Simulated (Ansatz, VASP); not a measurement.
One calculation of SnTe, two programs

```
Sn Te
1.0
     0.00000    3.12493    3.15650
     3.12493    0.00000    3.15650
     3.12493    3.12493    0.00000
Sn Te
1 1
Direct
  0.00000 0.00000 0.00000
  0.50000 0.50000 0.50000
```

Change from the starting cell: equal xx and yy strain of -1 %, crystal datasets.

Alike in both runs: task electric field gradients; functional PBEsol; k mesh 11 × 11 × 11; occupations fermi-dirac, width 0.08 eV; no spin polarisation.

```csv
,VASP,Ansatz
version,VASP 6.6.1,Ansatz 0.2.0
potentials or method,"VASP PAW PBE potentials, release 64 (Sn_d, Te), cutoff 520 eV","all-electron PAW with datasets made for the crystal, scalar-relativistic"
```

Ansatz gave:

| Property | Result |
| --- | --- |
| pressure (GPa) | 0.4 |
| traceless stress, the component that is largest in VASP (GPa) | -0.91 |
| size of Vzz on the site where it differs most (V/Å²) | 15.2 |

Problem. Which values does VASP return?

Solution. Pressure (GPa): 0.4; traceless stress, the component that is largest in VASP (GPa): -0.91; size of Vzz on the site where it differs most (V/Å²): 14.8.

VASP's potentials were made for PBE, not for PBEsol. Ansatz ran all-electron here, and VASP with PAW potentials.

Neither program's run includes spin-orbit coupling.
